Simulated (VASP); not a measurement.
Write the native input for VASP 6.6.1 that does the following.

| Property | Result |
| --- | --- |
| Task | single point |
| Functional | revPBE |
| Potentials or basis | VASP PAW PBE potentials, release 64 (Pd) |
| Cutoff | 520 eV |
| k mesh | 9 × 9 × 13 |
| Occupations | fermi-dirac, width 0.1 eV |
| Spin | no spin polarisation |
| Dipole correction | no |
| Further INCAR settings | ALGO = Normal; EDIFF = 1e-07; NBANDS = 22 |

The structure of Pd lies in POSCAR:

```
Pd
1.0
    4.4109999969      0.0000000000      0.0000000000
   -2.2054999985      3.8200380534      0.0000000000
    0.0000000000      0.0000000000      2.6250850232
Pd
3
Direct
    0.0000000000      0.0000000000      1.0000000000
    0.3333333333      0.6666666667      0.5000000000
    0.6666666667      0.3333333333      0.5000000000
```

This isn't the form of Pd at room conditions, which is fcc.

The input as run:

INCAR

```
PREC = Accurate
ENCUT = 520
EDIFF = 1E-7
ISMEAR = -1
SIGMA = 0.1
LREAL = F
LASPH = T
NELM = 100
ALGO = Normal
ISIF = 2
LWAVE = F
LCHARG = F
GGA = RE
NBANDS = 22
```

KPOINTS

```
Automatic mesh
0
Gamma
  9 9 13
```

Potentials or basis: VASP PAW PBE potentials, release 64 (Pd).

Run with:

```console
$ cat potpaw_PBE.64/Pd/POTCAR > POTCAR
$ mpirun -np 1 vasp_std > vasp.out
```

It gave:

```json
{
  "Pressure": "14.8 GPa",
  "Band gap on the k mesh": "zero (bands 15 and 16 overlap by 0.91 eV)"
}
```

Caveat: the cell stands under pressure; the PAW data sets were made with another functional, which shifts forces and pressure a little.

Run time: 26 s on 1 thread of Intel(R) Xeon(R) 6975P-C (Granite Rapids), on a shared host, peak memory 0.2 GiB.
